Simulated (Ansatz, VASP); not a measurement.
CsSnI3 in VASP and in Ansatz

INCAR

```
SYSTEM = CsSnI3
PREC = Accurate ; ENCUT = 520
EDIFF = 1E-6 ; ISMEAR = -1
SIGMA = 0.02 ; LREAL = .False.
LASPH = .True. ; NELM = 80
ALGO = Normal ; ISIF = 2
LWAVE = .False. ; LCHARG = .False.
GGA = PE ; NBANDS = 30
```

KPOINTS

```
regular mesh
0
Gamma
  4 4 4
  0 0 0
```

Contents of POSCAR:

```
CsSnI3
1.0
    6.2414907048      0.0000000000      0.0000000000
    0.0000000000      6.2414907048      0.0000000000
    0.0000000000      0.0000000000      6.4287354260
Cs Sn I
1 1 3
Direct
    0.0000000000      0.0000000000      0.0000000000
    0.5000000000      0.5000000000      0.5000000000
    0.5000000000      0.5000000000      0.0000000000
    0.5000000000      0.0000000000      0.5000000000
    0.0000000000      0.5000000000      0.5000000000
```

Input for Ansatz:

```yaml
crystal:
  lattice:
    - [6.2414907048, 0.0, 0.0]
    - [0.0, 6.2414907048, 0.0]
    - [0.0, 0.0, 6.428735426]
  atoms:
    - { symbol: Cs, position: [0.0, 0.0, 0.0] }
    - { symbol: Sn, position: [0.5, 0.5, 0.5] }
    - { symbol: I, position: [0.5, 0.5, 0.0] }
    - { symbol: I, position: [0.5, 0.0, 0.5] }
    - { symbol: I, position: [0.0, 0.5, 0.5] }
kpoints:
  mp_grid: { grid: [4, 4, 4] }
  band_path:
    path: [[0.0, 0.0, 0.0], [0.0, 0.5, 0.0], [0.5, 0.5, 0.0], [0.5, 0.5, 0.5]]
    npoints: 1
hamiltonian:
  xc: pbe
scf:
  occupations: { method: fermi_dirac, width: 0.02 }
  n_extra_bands: 5
output:
  forces: true
  stress: true
  eigenvalues: true
```

Change from the starting cell: uniaxial_z strain +3.0%.

Alike in both runs: task single point; functional PBE; k mesh 4 × 4 × 4; occupations fermi-dirac, width 0.02 eV; no spin polarisation.

|  | VASP | Ansatz |
| --- | --- | --- |
| version | VASP 6.6.1 | Ansatz 0.2.0 |
| potentials or method | VASP PAW PBE potentials, release 64 (Cs_sv, Sn_d, I) | plane waves, PAW |
| plane-wave cutoff (eV) | 520 | 420 |
| valence electrons in the cell | 44 | 74 |

|  | VASP | Ansatz | Ansatz less VASP |
| --- | --- | --- | --- |
| pressure (GPa) | 0.0 | 0.0 | 0.00 |
| traceless stress, the component that is largest in VASP (GPa) | -0.59 | -0.59 | +0.001 |

The functional is the same, so the differences come from potentials, cutoffs and numerics. VASP's potentials hold 44 valence electrons a cell and Ansatz's 74, so a difference there can come from the potentials and not from the codes.

Neither program's run includes spin-orbit coupling.
